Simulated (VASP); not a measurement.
Input of a VASP 6.6.1 run:

The input INCAR:

```
SYSTEM = Au
ALGO = Fast ; EDIFF = 1E-6
ENCUT = 520 ; GGA = CA
ISIF = 2 ; ISMEAR = -1
LASPH = .TRUE. ; LCHARG = .TRUE.
LELF = .TRUE. ; LREAL = .FALSE.
LVHAR = .TRUE. ; LWAVE = .FALSE.
NBANDS = 18 ; NELM = 100
PREC = Accurate ; SIGMA = 0.05
```

File KPOINTS:

```
k-points
0
G
  10 10 6
  0 0 0
```

File POSCAR:

```
Au
1.0
    2.8154890579      0.0000000000      0.0000000000
   -0.0129553469      2.8201795887      0.0000000000
   -1.1378916452     -1.1854109603      4.9240140333
Au
2
Direct
    0.6728620000      0.6659620000      0.2740550000
    0.3271380000      0.3340380000      0.7259450000
```

Potentials or basis: VASP PAW LDA potentials, release 64 (Au).

Command:

```console
$ cat potpaw_LDA.64/Au/POTCAR > POTCAR
$ mpirun -np 1 vasp_std > vasp.out
```

Predict the band gap on the k mesh.

zero (band 11 reaches 10.31 eV, above the bottom of band 12 at 5.35 eV).

Estimate the largest force.

0.156 eV/Å.

Forces on the atoms (eV/Å):
```
Au   0.016  0.014  0.155
Au  -0.016 -0.014 -0.155
```

Caveat: spin-orbit coupling is left out, which moves the levels of the heavy elements.
